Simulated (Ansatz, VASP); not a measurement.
# Na3SF in VASP and in Ansatz

```xyz
10
Lattice="3.2091 1.8528 5.0341 -3.2091 1.8528 5.0341 0.0000 -3.7056 5.0341" Properties=species:S:1:pos:R:3 pbc="T T T"
Na    1.8158   -0.5606    8.8097
Na   -0.4224    1.8528    8.8097
Na   -1.3934   -1.2922    8.8097
Na   -1.8158    0.5606    6.2926
Na    0.4224   -1.8528    6.2926
Na    1.3934    1.2922    6.2926
S     0.0000    0.0000   11.3267
S     0.0000    0.0000    3.7756
F     0.0000    0.0000    7.5511
F     0.0000    0.0000    0.0000
```

Alike in both runs: functional PBE; k mesh 6 × 6 × 6; occupations gaussian, width 0.02 eV; no spin polarisation.

Ansatz relaxed the structure, and its values are those at the end. VASP's run is a single point on that final structure, the one shown.

```csv
,VASP,Ansatz
version,VASP 6.6.1,Ansatz 0.2.0
potentials or method,"VASP PAW PBE potentials, release 64 (Na_pv, S, F), cutoff 520 eV","scalar-relativistic, plane waves, PAW"
valence electrons in the cell,68,80
```

Ansatz gave:

```
gap on the k mesh at the Fermi level (eV) : 2.38
least direct gap on the mesh (eV)         : 2.50
pressure (GPa)                            : 0.0
```

Q: Estimate VASP's values.

A: gap on the k mesh at the Fermi level (eV): 2.38; least direct gap on the mesh (eV): 2.49; pressure (GPa): 0.0.

With one functional, cell and mesh, what is left measures potentials, basis and numerics. VASP's potentials hold 68 valence electrons a cell and Ansatz's 80, so a difference there can come from the potentials and not from the codes.
